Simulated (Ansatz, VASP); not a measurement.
**KZnF3 in VASP and in Ansatz**

INCAR

```
ALGO     = Normal         # electronic algorithm
EDIFF    = 1E-6           # SCF threshold, eV
ENCUT    = 520            # plane-wave cutoff, eV
GGA      = PE             # functional
ISIF     = 2              # what is computed and relaxed
ISMEAR   = 0              # smearing method
LASPH    = True           # aspherical terms in the spheres
LCHARG   = False          # write CHGCAR
LREAL    = False          # projectors in reciprocal space
LWAVE    = False          # write WAVECAR
NBANDS   = 29             # bands
NELM     = 60             # most SCF steps
PREC     = Accurate       # precision mode
SIGMA    = 0.05           # smearing width, eV
```

The input KPOINTS:

```
k-points
0
Gamma
  6 6 6
```

The input POSCAR:

```
KZnF3
1.0
    4.0500000000      0.0000000000      0.0000000000
    0.0000000000      3.5943750000      0.0000000000
    0.0000000000      0.0000000000      4.0500000000
K Zn F
1 1 3
Direct
    0.0000000000      0.0000000000      0.0000000000
    0.5000000000      0.5000000000      0.5000000000
    0.5000000000      0.5000000000      0.0000000000
    0.0000000000      0.5000000000      0.5000000000
    0.5000000000      0.0000000000      0.5000000000
```

Input for Ansatz:

```yaml
crystal:
  lattice:
    - [4.05, 0.0, 0.0]
    - [0.0, 3.594375, 0.0]
    - [0.0, 0.0, 4.05]
  atoms:
    - { symbol: K, position: [0.0, 0.0, 0.0] }
    - { symbol: Zn, position: [0.5, 0.5, 0.5] }
    - { symbol: F, position: [0.5, 0.5, 0.0] }
    - { symbol: F, position: [0.0, 0.5, 0.5] }
    - { symbol: F, position: [0.5, 0.0, 0.5] }
basis:
  ecutwfc: 420
kpoints:
  mp_grid: { grid: [6, 6, 6] }
hamiltonian:
  xc: pbe
scf:
  occupations: { method: gaussian, width: 0.05 }
output:
  forces: true
  stress: true
  eigenvalues: true
  write_density: true
  write_potential: true
  elf: true
  volumetric_format: npy
```

Change from the starting cell: strain -0.1125 x Voigt [0, 1, 0, 0, 0, 0], atoms carried along.

Alike in both runs: task single point; functional PBE; k mesh 6 × 6 × 6; occupations gaussian, width 0.05 eV; no spin polarisation.

|  | VASP | Ansatz |
| --- | --- | --- |
| version | VASP 6.6.1 | Ansatz 0.2.0 |
| potentials or method | VASP PAW PBE potentials, release 64 (K_sv, Zn, F), cutoff 520 eV | scalar-relativistic, plane waves, PAW |
| valence electrons in the cell | 42 | 42 |

```tsv
	VASP	Ansatz	Ansatz less VASP
gap on the k mesh at the Fermi level (eV)	3.77	3.85	+0.081
least direct gap on the mesh (eV)	6.68	6.73	+0.046
pressure (GPa)	21.9	21.1	-0.82
traceless stress, the component that is largest in VASP (GPa)	15.07	14.35	-0.713
```
